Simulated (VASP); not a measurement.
A run of VASP 6.6.1 is set up as follows.

Contents of INCAR:

```
SYSTEM = WC
PREC = Accurate ; ENCUT = 600
EDIFF = 1E-6 ; ISMEAR = -1
SIGMA = 0.0272 ; LREAL = .False.
LASPH = .True. ; NELM = 120
ALGO = Normal ; ISIF = 2
LWAVE = .False. ; LCHARG = .False.
GGA = PS ; NBANDS = 16
GGA_COMPAT = .False.
```

KPOINTS

```
Automatic mesh
0
Gamma
  10 10 10
  0 0 0
```

Contents of POSCAR:

```
WC
1.0
    2.9065000000      0.0000000000      0.0000000000
   -1.4532500000      2.5171028361      0.0000000000
    0.0000000000      0.0000000000      2.8366000000
W C
1 1
Direct
    0.0000000000      0.0000000000      0.0000000000
    0.6666666667      0.3333333333      0.5000000000
```

Potentials or basis: VASP PAW PBE potentials, release 64 (W_sv, C).

Launch:

```console
$ cat potpaw_PBE.64/W_sv/POTCAR potpaw_PBE.64/C/POTCAR > POTCAR
$ mpirun -np 1 vasp_std > vasp.out
```

(1) What does it give for the band gap on the k mesh?

(2) Predict the pressure.

Results:

(1) zero (band 9 reaches 11.55 eV, above the bottom of band 10 at 10.34 eV).

(2) -2.4 GPa.

Caveat: the PAW data sets were made with another functional, which shifts forces and pressure a little; spin-orbit coupling is left out, which moves the levels of the heavy elements.
